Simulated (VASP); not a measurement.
# H10CO6 in VASP: further runs

The runs below take H10CO6 through single point, molecular dynamics, with PBE+D3(BJ).

Everything below comes from runs of VASP 6.6.1. Logs are shortened: lines on timing, memory, paths and dates and some standing lists are left out, and cuts for length are marked.

### Step 1. The cell of the first run

The cell holds an amorphous packing of atoms, 17 atoms: a = 5.677 Å, b = 5.677 Å, c = 5.677 Å, α = 90.00°, β = 90.00°, γ = 90.00°.

### Step 2. Single point, PBE+D3(BJ)

INCAR

```
PREC     = Accurate       # precision mode
ENCUT    = 520            # plane-wave cutoff, eV
EDIFF    = 1E-6           # SCF threshold, eV
ISMEAR   = -1             # smearing method
SIGMA    = 0.02           # smearing width, eV
LREAL    = Auto         
LASPH    = T              # aspherical terms in the spheres
NELM     = 60             # most SCF steps
ALGO     = Normal         # electronic algorithm
ISIF     = 2              # what is computed and relaxed
LWAVE    = F              # write WAVECAR
LCHARG   = F              # write CHGCAR
GGA      = PE             # functional
IVDW     = 12             # dispersion correction
NBANDS   = 39             # bands
```

KPOINTS

```
Automatic mesh
0
Gamma
  1 1 1
```

POSCAR

```
H10CO6
1.0
    5.6774110000      0.0000000000      0.0000000000
    0.0000000000      5.6774110000      0.0000000000
    0.0000000000      0.0000000000      5.6774110000
O H C
6 10 1
Direct
    0.0442983606      0.7051805832      0.0735194264
    0.2104480370      0.4328909779      0.7467135989
    0.6830402097      0.7140754826      0.8393086215
    0.8289165607      0.5053007436      0.4386682592
    0.3673329269      0.0411983561      0.9363775143
    0.6762589497      0.1352905400      1.1688250155
    0.1237712049      0.5850377928     -0.0359670984
    0.1370342926      0.8489432948      0.0360375530
    0.1100501619      0.4226926675      0.6132020387
    0.2775913176      0.2692248280      0.7727818190
    0.8301847444      0.7378539267      0.9418377496
    0.7058322887      0.6549816457      0.6721197391
    0.8892961950      0.5996923598      0.3036419241
    0.7407249537      0.3776545330      0.3548272267
    0.5560809320     -0.1485184004      0.8625234284
    0.3486272176      0.2784191597      1.2198165678
    0.4676603473      0.1479019222      1.1173050533
```

Potentials or basis: VASP PAW PBE potentials, release 64 (O, H, C).

Started as:

```bash
cat potpaw_PBE.64/O/POTCAR potpaw_PBE.64/H/POTCAR potpaw_PBE.64/C/POTCAR > POTCAR
mpirun -np 1 vasp_gam > vasp.out
```

OUTCAR:

```text
PREC = Accurate
   ENCUT = 520
   EDIFF = 1E-6
   ISMEAR = -1
   LREAL = Auto
   LASPH = T
   NELM = 60
   ISIF = 2
   GGA = PE
   IVDW = 12
 IVDW          = 12

 ion  position               nearest neighbor table
   1  0.044  0.705  0.074-   8 0.99   7 1.03
   2  0.210  0.433  0.747-   9 0.95  10 1.02
   3  0.683  0.714  0.839-  12 1.02  11 1.03  15 1.07
   4  0.829  0.505  0.439-  13 1.00  14 1.00
   5  0.367  0.041  0.936-  17 1.32
   6  0.676  0.135  0.169-  17 1.22
   7  0.124  0.585  0.964-   1 1.03
   8  0.137  0.849  0.036-   1 0.99
   9  0.110  0.423  0.613-   2 0.95
  10  0.278  0.269  0.773-   2 1.02
  11  0.830  0.738  0.942-   3 1.03
  12  0.706  0.655  0.672-   3 1.02
  13  0.889  0.600  0.304-   4 1.00
  14  0.741  0.378  0.355-   4 1.00
  15  0.556  0.851  0.863-   3 1.07
  16  0.349  0.278  0.220-  17 1.16
  17  0.468  0.148  0.117-  16 1.16   6 1.22   5 1.32

  LATTYP: Found a simple cubic cell.
 ALAT       =     5.6774110000

  Lattice vectors:

 A1 = (   5.6774110000,   0.0000000000,   0.0000000000)
 A2 = (   0.0000000000,   5.6774110000,   0.0000000000)
 A3 = (   0.0000000000,   0.0000000000,   5.6774110000)

Analysis of symmetry for initial positions (statically):
=====================================================================
 Subroutine PRICEL returns:
 Original cell was already a primitive cell.

 Routine SETGRP: Setting up the symmetry group for a
 simple cubic supercell.

 Subroutine GETGRP returns: Found  1 space group operations
 (whereof  1 operations were pure point group operations)
 out of a pool of 48 trial point group operations.

The static configuration has the point symmetry C_1 .

Analysis of symmetry for dynamics (positions and initial velocities):
=====================================================================
 Subroutine PRICEL returns:
 Original cell was already a primitive cell.

 Routine SETGRP: Setting up the symmetry group for a
 simple cubic supercell.

 Subroutine GETGRP returns: Found  1 space group operations
 (whereof  1 operations were pure point group operations)
 out of a pool of 48 trial point group operations.

The dynamic configuration has the point symmetry C_1 .

 Subroutine INISYM returns: Found  1 space group operations
 (whereof  1 operations are pure point group operations),
 and found     1 'primitive' translations

----------------------------------------------------------------------------------------

                                     Primitive cell

  volume of cell :     183.0000

  direct lattice vectors                    reciprocal lattice vectors
     5.677411000  0.000000000  0.000000000     0.176136623  0.000000000  0.000000000
     0.000000000  5.677411000  0.000000000     0.000000000  0.176136623  0.000000000
     0.000000000  0.000000000  5.677411000     0.000000000  0.000000000  0.176136623

  length of vectors
     5.677411000  5.677411000  5.677411000     0.176136623  0.176136623  0.176136623

  position of ions in fractional coordinates (direct lattice)
     0.044298361  0.705180583  0.073519426
     0.210448037  0.432890978  0.746713599
     0.683040210  0.714075483  0.839308622
     0.828916561  0.505300744  0.438668259
     0.367332927  0.041198356  0.936377514
     0.676258950  0.135290540  0.168825015
[... 9 lines left out ...]
     0.348627218  0.278419160  0.219816568
     0.467660347  0.147901922  0.117305053

  ion indices of the primitive-cell ions
   primitive index   ion index
                 1           1
                 2           2
                 3           3
                 4           4
                 5           5
                 6           6
[... 9 lines left out ...]
                16          16
                17          17

----------------------------------------------------------------------------------------

 KPOINTS: Automatic mesh

Automatic generation of k-mesh.
 Grid dimensions read from file:
 generate k-points for:    1    1    1

 Generating k-lattice:

[... 42 lines left out ...]
   TEBEG  =    0.0;   TEEND  =   0.0 temperature during run
   PSTRESS=    0.0 pullay stress
   NELECT =      50.0000    total number of electrons
   NUPDOWN=      -1.0000    fix difference up-down
   EMIN   =  10.00;   EMAX   =-10.00  energy-range for DOS
   EFERMI =   0.00;   METHOD = LEGACY
   ISMEAR =    -1;   SIGMA  =   0.02  broadening in eV -4-tet -1-fermi 0-gaus
   EFERMI_NEDOS =   21; number of points for ismear=-14 and -15
   IALGO  =     38    algorithm
   IMIX   =      4    mixing-type and parameters
     AMIX     =   0.40;   BMIX     =  1.00
     AMIX_MAG =   1.60;   BMIX_MAG =  1.00
  volume/ion in A,a.u.               =      10.76        72.64
  Fermi-wavevector in a.u.,A,eV,Ry     =   1.062302  2.007459 15.353966  1.128485
  Thomas-Fermi vector in A             =   2.197748
   LORBIT       =      0    0 simple, 1 ext, 2 COOP (PROOUT), +10 PAW based schemes
   GGA     = PE    functional components
   LHFCALC =     F    Hartree Fock is set to
   AEXX    =    0.0000 exact exchange contribution
   IVDW    =    12    specifies the selected vdW correction
   LEPSILON=     F    determine dielectric tensor
   LRPA    =     F    only Hartree local field effects (RPA)
 non-spin polarized calculation
  energy-cutoff  :      520.00
  volume of cell :      183.00
 maximum number of plane-waves:      2473
 NGX is ok and might be reduce to    42
   NGX = 21   NGY = 21   NGZ = 21

 number of electron      50.0000012 magnetization

 Free energy of the ion-electron system (eV)
  ---------------------------------------------------
  ext. energy  EPLUGINS =         0.00000000
  ---------------------------------------------------
  free energy    TOTEN  =       -88.94307009 eV

  energy without entropy =      -88.94307009  energy(sigma->0) =      -88.94307009

 E-fermi :  -2.8206     XC(G=0):  -6.7755

 val. band max:       -3.3117003320   @ k =   0.0000   0.0000   0.0000
 cond. band min:       2.0022021111   @ k =   0.0000   0.0000   0.0000
 fundamental gap:      5.3139024430
 Fermi energy:        -2.8206020082

 k-point     1 :       0.0000    0.0000    0.0000
  band No.  band energies     occupation
      1     -23.7635      2.00000
      2     -23.2596      2.00000
      3     -22.1852      2.00000
      4     -21.6530      2.00000
      5     -21.5723      2.00000
      6     -21.1358      2.00000
[... 29 lines left out ...]
     36       8.5613      0.00000
     37       8.6908      0.00000
 [bands above 37 left out]

------------------------ aborting loop because EDIFF is reached ----------------------------------------

 Edisp (eV)   -0.63769

 E8    (eV) :    -0.1361

  FORCE on cell =-STRESS in cart. coord.  units (eV):
  Direction    XX          YY          ZZ          XY          YZ          ZX
  --------------------------------------------------------------------------------------
  -------------------------------------------------------------------------------------
  Total       1.80381    -2.61180    -0.96663     1.41782    -1.84657     2.90021
  in kB      15.79247   -22.86649    -8.46295    12.41309   -16.16683    25.39157
  external pressure =       -5.18 kB  Pullay stress =        0.00 kB

 VOLUME and BASIS-vectors are now :
 -----------------------------------------------------------------------------
  energy-cutoff  :      520.00
  volume of cell :      183.00
      direct lattice vectors                 reciprocal lattice vectors
     5.677411000  0.000000000  0.000000000     0.176136623  0.000000000  0.000000000
     0.000000000  5.677411000  0.000000000     0.000000000  0.176136623  0.000000000
     0.000000000  0.000000000  5.677411000     0.000000000  0.000000000  0.176136623

 POSITION                                       TOTAL-FORCE (eV/Angst)
 -----------------------------------------------------------------------------------
      0.25150      4.00360      0.41740         0.574703      0.113524     -0.460889
      1.19480      2.45770      4.23940         1.576677     -0.777244      0.964995
      3.87790      4.05410      4.76510        -2.041283      0.727974     -0.632443
      4.70610      2.86880      2.49050        -0.517265      0.076092     -0.237213
      2.08550      0.23390      5.31620         0.724359     -0.320630      0.883700
      3.83940      0.76810      0.95849         1.037934     -0.057282      0.734474
[... 9 lines left out ...]
      1.97930      1.58070      1.24799         0.288093     -0.778727     -0.447540
      2.65510      0.83970      0.66599        -1.666367      0.757529     -0.945014
 -----------------------------------------------------------------------------------
    total drift:                               -0.015838     -0.004658      0.013875

  FREE ENERGIE OF THE ION-ELECTRON SYSTEM (eV)
  ---------------------------------------------------
  free  energy   TOTEN  =       -89.5807616744 eV

  energy  without entropy=      -89.5807616744  energy(sigma->0) =      -89.58076167
```

Wall time 9.7 s (1 thread of Intel Xeon 6975P-C (Granite Rapids), shared host); peak memory 0.24 GiB.

Results:

```
Free energy                : -89.5808 eV
Pressure                   : -0.5 GPa
Largest force              : 2.258 eV/Å
Band gap on the k mesh     : 5.31 eV
Dispersion energy per atom : -0.038 eV
```

Forces on the atoms (eV/Å):
```
O    0.575  0.114 -0.461
O    1.577 -0.777  0.965
O   -2.041  0.728 -0.632
O   -0.517  0.076 -0.237
O    0.724 -0.321  0.884
O    1.038 -0.057  0.734
H   -0.302 -0.106  0.055
H    0.046  0.170  0.279
H   -1.300  0.121 -1.192
H   -0.501  0.899  0.170
H    0.767 -0.206  0.114
H    0.336 -0.119  0.160
H    0.261  0.036  0.386
H    0.368 -0.097  0.347
H    0.348 -0.437 -0.179
H    0.288 -0.779 -0.448
C   -1.666  0.758 -0.945
```

Levels at points of the mesh, in eV from the valence-band top:
| k point | band 22 | band 23 | band 24 | band 25 | band 26 | band 27 | band 28 | band 29 |
| --- | --- | --- | --- | --- | --- | --- | --- | --- |
| (0.00, 0.00, 0.00) | -0.71 | -0.63 | -0.25 | 0.00 | 5.31 | 5.59 | 8.27 | 8.96 |

Caveat: the k points lie up to 1.11 Å⁻¹ apart.

### Step 3. Single point, PBE+D3(BJ)

INCAR

```
ALGO = Normal
EDIFF = 1E-7
ENCUT = 520
GGA = PE
ISIF = 2
ISMEAR = -1
IVDW = 12
LASPH = T
LCHARG = F
LREAL = Auto
LWAVE = F
NBANDS = 39
NELM = 100
PREC = Accurate
SIGMA = 0.02
```

KPOINTS

```
k-points
0
Gamma
  1 1 1
```

POSCAR

```
H10CO6
1.0
    5.6774110000      0.0000000000      0.0000000000
    0.0000000000      5.6774110000      0.0000000000
    0.0000000000      0.0000000000      5.6774110000
O H C
6 10 1
Direct
   -0.0034875051      0.7421868877      0.0689222605
    0.1786377629      0.4458370197      0.7716721583
    0.6732117861      0.7153260527      0.7812187633
    0.8436591961      0.4785103633      0.4547319192
    0.4149778834      0.0336420950      0.9303008008
    0.6924459054      0.1527104520      1.1895210687
    0.0850211478      0.6249327378     -0.0341705048
    0.0858666036      0.8903177875      0.0663682795
    0.0720222651      0.4248415343      0.6419651493
    0.2889873571      0.3055265860      0.7759522782
    0.8156182457      0.7255772041      0.8898069913
    0.7019572830      0.6064736198      0.6397810551
    0.9053774687      0.6083935089      0.3556374552
    0.7685016991      0.3481868760      0.3595300745
    0.5514485388     -0.1587871655      0.8120955133
    0.3492613094      0.1602490995      1.2488086559
    0.4901177667      0.1098387980      1.1253897243
```

Potentials or basis: VASP PAW PBE potentials, release 64 (O, H, C).

Started as:

```bash
cat potpaw_PBE.64/O/POTCAR potpaw_PBE.64/H/POTCAR potpaw_PBE.64/C/POTCAR > POTCAR
mpirun -np 1 vasp_gam > vasp.out
```

Run time: 9.7 s. Hardware: 1 thread of Intel Xeon 6975P-C (Granite Rapids), shared host; peak memory 0.25 GiB.

The run converged. Its results:

```yaml
Free_energy: -89.3867 eV
Pressure: 2.0 GPa
Largest_force: 2.397 eV/Å
Band_gap_on_the_k_mesh: 5.14 eV
Dispersion_energy_per_atom: -0.037 eV
```

Forces in eV/Å, atoms in the order of the input:
```
O    0.438 -0.218  0.073
O    2.033 -0.849  0.945
O   -0.020 -0.965 -0.373
O   -0.103  0.577  0.609
O   -0.354 -0.630 -1.061
O    1.703 -0.114  0.161
H    0.477 -0.050  0.363
H   -0.069 -0.156 -0.259
H   -0.925 -0.220 -1.020
H   -1.027  1.005  0.281
H   -0.031  0.556  0.665
H    0.030  0.095 -0.400
H   -0.236 -0.579 -0.545
H    0.131 -0.010 -0.423
H   -0.370  0.663  0.088
H   -0.734  0.083  0.674
C   -0.943  0.811  0.223
```

Stress tensor (GPa, compression positive):
```
 3.63 -0.05  2.10
-0.05 -0.62  1.31
 2.10  1.31  3.10
```

Levels at points of the mesh, in eV from the valence-band top:
| k point | band 22 | band 23 | band 24 | band 25 | band 26 | band 27 | band 28 | band 29 |
| --- | --- | --- | --- | --- | --- | --- | --- | --- |
| (0.00, 0.00, 0.00) | -0.91 | -0.70 | -0.32 | 0.00 | 5.14 | 5.70 | 8.40 | 8.78 |

Caveat: the k points lie up to 1.11 Å⁻¹ apart.

### Step 4. Single point, PBE+D3(BJ)

INCAR

```
SYSTEM = H10CO6
PREC = Accurate
ENCUT = 520
EDIFF = 1E-6
ISMEAR = -1
SIGMA = 0.02
LREAL = Auto
LASPH = .TRUE.
NELM = 60
ALGO = Normal
ISIF = 2
LWAVE = .FALSE.
LCHARG = .FALSE.
GGA = PE
IVDW = 12
NBANDS = 39
```

KPOINTS

```
Automatic mesh
0
G
  1 1 1
  0 0 0
```

POSCAR

```
H10CO6
1.0
    5.6774110000      0.0000000000      0.0000000000
    0.0000000000      5.6774110000      0.0000000000
    0.0000000000      0.0000000000      5.6774110000
O H C
6 10 1
Direct
    0.0161517283      0.7124902530      0.0467114324
    0.2073128051      0.4277301749      0.7577397514
    0.6354833215      0.6973248898      0.7900255944
    0.8419330572      0.5149001895      0.4431597431
    0.3900017103      0.0524887136      0.9588173201
    0.7050220602      0.1225030212      1.1933960744
    0.0994643509      0.5701366345     -0.0295381116
    0.1237535912      0.8502290921      0.0133511560
    0.0679006681      0.4285227897      0.6497503880
    0.2513293471      0.2692600553      0.8217830275
    0.7791403511      0.7056913794      0.8967115469
    0.6999669392      0.6582049459      0.6225196661
    0.9037746254      0.6062798695      0.3108282983
    0.7794750107      0.3582090499      0.3926261460
    0.5645707172     -0.1448371450      0.8278245137
    0.3811420382      0.3009294201      1.2265097595
    0.4925836794      0.1585053469      1.1360636036
```

Started as:

```bash
cat potpaw_PBE.64/O/POTCAR potpaw_PBE.64/H/POTCAR potpaw_PBE.64/C/POTCAR > POTCAR
mpirun -np 1 vasp_gam > vasp.out
```

It took 9.7 s on 1 thread of Intel Xeon 6975P-C (Granite Rapids), shared host; peak memory 0.25 GiB.

It converged, with:

| Quantity | Value |
| --- | --- |
| Free energy | -89.4966 eV |
| Pressure | -1.7 GPa |
| Largest force | 1.550 eV/Å |
| Band gap on the k mesh | 5.11 eV |
| Dispersion energy per atom | -0.037 eV |

Forces on the atoms (eV/Å):
```
O    0.369  0.224 -0.035
O   -0.464  0.009 -0.097
O    0.421 -0.021  0.129
O   -0.479 -0.214  1.288
O    0.320  0.186  0.714
O   -1.319  0.645  0.498
H    0.078  0.593 -0.324
H   -0.546 -0.671  0.329
H    0.647 -0.346  0.264
H   -0.256  0.042 -0.469
H    0.833 -0.183  0.379
H   -0.103 -0.239  0.029
H    0.309  0.116 -0.864
H    0.123  0.181 -0.691
H   -1.052  0.580 -0.147
H    0.442 -0.633 -0.131
C    0.676 -0.271 -0.873
```

Stress tensor (GPa, compression positive):
```
-2.06 -0.48  0.21
-0.48 -2.05 -0.54
 0.21 -0.54 -1.10
```

Levels at points of the mesh, in eV from the valence-band top:
```csv
k point,band 21,band 22,band 23,band 24,band 25,band 26,band 27,band 28,band 29,band 30
"(0.00, 0.00, 0.00)",-1.18,-0.73,-0.49,-0.36,0.00,5.11,5.28,8.02,8.76,9.12
```

Caveat: the k points lie up to 1.11 Å⁻¹ apart.

### Step 5. Molecular dynamics, PBE+D3(BJ)

INCAR

```
SYSTEM = H10CO6
ALGO = Normal
ANDERSEN_PROB = 0.0
EDIFF = 1E-5
ENCUT = 520
GGA = PE
IBRION = 0
ISIF = 2
ISMEAR = -1
ISYM = 0
IVDW = 12
LASPH = .TRUE.
LCHARG = .FALSE.
LREAL = Auto
LWAVE = .FALSE.
MDALGO = 1
NBANDS = 39
NELM = 80
NELMIN = 4
NSW = 40
POTIM = 0.5
PREC = Accurate
RANDOM_SEED = 683788 0 0
SIGMA = 0.02
TEBEG = 300.0
TEEND = 300.0
```

KPOINTS

```
k-points
0
G
  1 1 1
  0 0 0
```

POSCAR

```
H10CO6
1.0
    5.6774110000      0.0000000000      0.0000000000
    0.0000000000      5.6774110000      0.0000000000
    0.0000000000      0.0000000000      5.6774110000
O H C
6 10 1
Direct
    0.0710525000      0.6555351400      0.0403499700
    0.2296828600      0.4005878000      0.6455121600
    0.6368450400      0.6968727600      0.8616297100
    0.8037518700      0.5427030800      0.4611440100
    0.4057489900      0.0294562500      0.9693868800
    0.6578269600      0.1765821100      1.2387153500
    0.1548010500      0.5608134900     -0.0805272300
    0.1583702500      0.8137746600      0.0412974900
    0.0605976900      0.4299868300      0.5863116900
    0.2687101400      0.2303472900      0.6519831400
    0.7936028700      0.7023700500      0.9351778800
    0.6841042600      0.6798297900      0.6945200600
    0.8858871100      0.6201793500      0.3268362100
    0.7450329900      0.3866687000      0.3976114000
    0.5340050100     -0.1333734600      0.9204873000
    0.3693080400      0.3462866100      1.1054632500
    0.4802742100      0.1898864300      1.1131159100
```

Started as:

```bash
cat potpaw_PBE.64/O/POTCAR potpaw_PBE.64/H/POTCAR potpaw_PBE.64/C/POTCAR > POTCAR
mpirun -np 1 vasp_gam > vasp.out
```

Run time: 2.4 min. Hardware: 1 thread of Intel Xeon 6975P-C (Granite Rapids), shared host; peak memory 0.27 GiB.

It converged, with:

```
Dispersion energy per atom : -0.038 eV
```

Step by step:
```csv
step,potential energy change (eV),largest force (eV/Å),pressure (GPa),volume (Å³),temperature (K)
1,0.0000,1.8401,-0.26,183.00,304
2,-0.0201,1.6266,0.02,183.00,314
3,-0.0243,1.2743,0.37,183.00,315
4,-0.0047,1.5945,0.76,183.00,306
5,0.0385,2.1521,1.15,183.00,285
6,0.0962,2.4151,1.49,183.00,258
7,0.1532,2.3148,1.70,183.00,231
8,0.1946,2.0952,1.73,183.00,211
9,0.2112,2.2001,1.58,183.00,203
10,0.2034,2.2418,1.26,183.00,206
11,0.1808,2.2066,0.82,183.00,217
12,0.1569,2.1017,0.33,183.00,228
13,0.1423,1.9344,-0.13,183.00,235
14,0.1412,1.8925,-0.50,183.00,236
15,0.1507,2.1060,-0.74,183.00,231
16,0.1646,2.1689,-0.83,183.00,225
17,0.1753,2.0723,-0.79,183.00,220
18,0.1764,2.1472,-0.64,183.00,219
19,0.1647,2.2047,-0.40,183.00,225
20,0.1406,2.1537,-0.11,183.00,236
21,0.1090,2.0026,0.20,183.00,251
22,0.0775,1.7644,0.49,183.00,266
23,0.0533,1.9821,0.74,183.00,278
24,0.0413,2.2574,0.92,183.00,284
25,0.0430,2.2528,0.98,183.00,283
26,0.0578,1.9250,0.91,183.00,276
27,0.0814,2.3318,0.69,183.00,265
28,0.1073,2.3868,0.32,183.00,252
29,0.1298,2.0689,-0.18,183.00,241
30,0.1471,1.7983,-0.76,183.00,233
31,0.1602,1.8394,-1.37,183.00,227
32,0.1708,1.8210,-1.93,183.00,222
33,0.1784,1.9258,-2.40,183.00,218
34,0.1812,1.8736,-2.71,183.00,217
35,0.1773,1.6542,-2.83,183.00,219
36,0.1670,1.8086,-2.75,183.00,223
37,0.1542,1.8723,-2.44,183.00,229
38,0.1449,1.7986,-1.94,183.00,234
39,0.1441,1.7679,-1.29,183.00,234
40,0.1520,1.8811,-0.53,183.00,230
```

Caveat: the k points lie up to 1.11 Å⁻¹ apart.
